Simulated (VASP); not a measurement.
Wanted: the native input for a VASP 6.6.1 run.

- Task: single point
- Functional: HSE06
- Potentials or basis: VASP PAW PBE potentials, release 64 (F, Li_sv, Cl)
- Cutoff: 520 eV
- k mesh: 4 × 4 × 4
- Occupations: gaussian, width 0.01 eV
- Spin: no spin polarisation
- Dipole correction: no
- Grid for exact exchange (PRECFOCK): Normal
- Further INCAR settings: ALGO = Normal; EDIFF = 1e-06; NBANDS = 18
- Share of exact exchange: 0.25
- Screening parameter: 0.2079 1/Å

Crystal: Li2ClF.

```
F Li Cl
1.0
     3.34315    0.00000    0.00000
     0.00000    3.34315    0.00000
     0.00000    0.00000    4.60128
F Li Cl
1 2 1
Direct
  0.00000 0.00000 0.00000
  0.00000 0.00000 0.50000
  0.50000 0.50000 0.00000
  0.50000 0.50000 0.50000
```

The input as run:

POSCAR

```
Li2ClF
1.0
    3.3431460528      0.0000000000      0.0000000000
    0.0000000000      3.3431460528      0.0000000000
    0.0000000000      0.0000000000      4.6012771269
F Li Cl
1 2 1
Direct
    0.0000000000      0.0000000000      0.0000000000
    0.0000000000      0.0000000000      0.5000000000
    0.5000000000      0.5000000000      0.0000000000
    0.5000000000      0.5000000000      0.5000000000
```

INCAR.step1

```
PREC = Accurate
ENCUT = 520
EDIFF = 1E-5
ISMEAR = 0
SIGMA = 0.01
LREAL = False
LASPH = True
NELM = 60
ALGO = Normal
ISIF = 2
LWAVE = True
GGA = PE
NBANDS = 18
```

INCAR.step2

```
PREC = Accurate
ENCUT = 520
EDIFF = 1E-6
ISMEAR = 0
SIGMA = 0.01
LREAL = False
LASPH = True
NELM = 60
ALGO = Normal
ISIF = 2
LWAVE = False
LCHARG = True
GGA = PE
LHFCALC = True
HFSCREEN = 0.2079
PRECFOCK = Normal
LELF = True
LVHAR = True
ISTART = 1
NBANDS = 18
```

KPOINTS

```
Automatic mesh
0
Gamma
  4 4 4
```

Potentials or basis: VASP PAW PBE potentials, release 64 (F, Li_sv, Cl).

Launch:

```console
$ cat potpaw_PBE.64/F/POTCAR potpaw_PBE.64/Li_sv/POTCAR potpaw_PBE.64/Cl/POTCAR > POTCAR
$ cp INCAR.step1 INCAR
$ mpirun -np 1 vasp_std > vasp.out
$ cp INCAR.step2 INCAR
$ mpirun -np 1 vasp_std > vasp.out
```

Results of the run:

The band gap on the k mesh is 8.05 eV.

Caveat: the k points lie up to 0.47 Å⁻¹ apart.

Run time: 11 min on 1 thread of Intel(R) Xeon(R) Platinum 8375C CPU @ 2.90GHz (Ice Lake) (shared host), peak memory 0.28 GiB.
